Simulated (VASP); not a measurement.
Write the native input for VASP 6.6.1 that does the following.

```
Task                   : relaxation of cell and atoms
Functional             : PBE
Potentials or basis    : VASP PAW PBE potentials, release 64 (Sr_sv, Os)
Cutoff                 : 600 eV
k mesh                 : 6 × 6 × 4
Occupations            : gaussian, width 0.1 eV
Spin                   : no spin polarisation
Dipole correction      : no
Further INCAR settings : ALGO = Normal; EDIFF = 1e-07; IBRION = 2; EDIFFG = -0.04; NSW = 90; ISIF = 3
```

The structure of SrOs2 lies in POSCAR:

```
SrOs2
1.0
    3.5537571200      0.0000000000      0.0000000000
   -1.7768785600      3.0776439400      0.0000000000
    0.0000000000      0.0000000000      5.7938060000
Sr Os
1 2
Direct
    0.0000000000      0.0000000000      0.0000000000
    0.3333333300      0.6666666700      0.2500000000
    0.6666666700      0.3333333300      0.7500000000
```

The cell was generated, and may not be a known phase.

The input as run:

INCAR

```
SYSTEM = SrOs2
PREC     = Accurate       ! precision mode
ENCUT    = 600            ! plane-wave cutoff, eV
EDIFF    = 1E-7           ! SCF threshold, eV
ISMEAR   = 0              ! smearing method
SIGMA    = 0.1            ! smearing width, eV
LREAL    = .FALSE.        ! projectors in reciprocal space
LASPH    = .TRUE.         ! aspherical terms in the spheres
NELM     = 100            ! most SCF steps
ALGO     = Normal         ! electronic algorithm
ISIF     = 3              ! what is computed and relaxed
LWAVE    = .FALSE.        ! write WAVECAR
LCHARG   = .FALSE.        ! write CHGCAR
GGA      = PE             ! functional
IBRION   = 2              ! ionic algorithm
NSW      = 90             ! ionic steps
EDIFFG   = -0.04          ! ionic threshold
```

KPOINTS

```
Automatic mesh
0
G
  6 6 4
  0 0 0
```

Potentials or basis: VASP PAW PBE potentials, release 64 (Sr_sv, Os).

Command:

```bash
$ cat potpaw_PBE.64/Sr_sv/POTCAR potpaw_PBE.64/Os/POTCAR > POTCAR
$ mpirun -np 1 vasp_std > vasp.out
```

It gave:

```json
{"Relaxed volume": "24.85 Å³/atom", "Relaxed cell": "a = 4.125 Å, b = 4.125 Å, c = 5.058 Å, α = 90.00°, β = 90.00°, γ = 120.00°", "Space group after relaxing (to 0.1 Å)": "P-3m1 (No. 164)", "Energy gained by relaxing": "3809.7 meV/atom", "Ionic steps": "27", "Pressure after relaxing": "0.2 GPa", "Largest force after relaxing": "0.010 eV/Å", "Band gap on the k mesh": "zero (bands 13 and 14 overlap by 0.91 eV)"}
```

Caveat: the volume moved by over 15 % at a fixed basis, so the end points are rough; spin-orbit coupling is left out, which moves the levels of the heavy elements.

Wall time 11 min on 1 thread of Intel(R) Xeon(R) Platinum 8259CL CPU @ 2.50GHz (Skylake/Cascade Lake), on a shared host, peak memory 0.22 GiB.
